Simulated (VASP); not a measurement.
Wanted: the native input for a VASP 6.6.1 run.

* Task: relaxation of cell and atoms
* Functional: PBE
* Potentials or basis: VASP PAW PBE potentials, release 64 (Al, Cu)
* Cutoff: 600 eV
* k mesh: 8 × 8 × 14
* Occupations: gaussian, width 0.1 eV
* Spin: no spin polarisation
* Dipole correction: no
* Further INCAR settings: ALGO = Fast; EDIFF = 1e-06; IBRION = 2; EDIFFG = -0.01; NSW = 100; ISIF = 3

The structure of Al4Cu lies in POSCAR:

```
Al4Cu
1.0
    3.9668294765     -3.9696172678      0.0000000000
    3.9668294765      3.9696172678      0.0000000000
    0.0000000000      0.0000000000      2.7803093526
Al Cu
4 1
Direct
    0.7391729822      0.2608270178      0.5000000000
    0.2608270178      0.7391729822      0.5000000000
    0.3093639742      0.3093639742      0.0000000000
    0.6906360258      0.6906360258      0.0000000000
    0.0000000000      0.0000000000      0.0000000000
```

The cell was built from a structure type or drawn by symmetry, and may not be a known phase.

The input as run:

INCAR

```
SYSTEM = Al4Cu
ALGO = Fast
EDIFF = 1E-6
EDIFFG = -0.01
ENCUT = 600
GGA = PE
IBRION = 2
ISIF = 3
ISMEAR = 0
LASPH = .True.
LCHARG = .False.
LREAL = .False.
LWAVE = .False.
NELM = 100
NSW = 100
PREC = Accurate
SIGMA = 0.1
```

KPOINTS

```
k-points
0
Gamma
  8 8 14
  0 0 0
```

Potentials or basis: VASP PAW PBE potentials, release 64 (Al, Cu).

Run with:

```bash
$ cat potpaw_PBE.64/Al/POTCAR potpaw_PBE.64/Cu/POTCAR > POTCAR
$ mpirun -np 1 vasp_std > vasp.out
```

It gave:

* Relaxed volume: 17.49 Å³/atom
* Relaxed cell: a = 5.694 Å, b = 5.694 Å, c = 2.698 Å, α = 90.00°, β = 90.00°, γ = 88.49°
* Space group after relaxing (to 0.1 Å): Cmmm (No. 65)
* Energy gained by relaxing: 9.6 meV/atom
* Ionic steps: 15
* Pressure after relaxing: 0.0 GPa
* Largest force after relaxing: 0.003 eV/Å
* Band gap on the k mesh: zero (an odd number of electrons rules out a gap without spin polarisation)

It took 15 min on 1 thread of Intel(R) Xeon(R) 6975P-C (Granite Rapids) (shared host), peak memory 0.44 GiB.
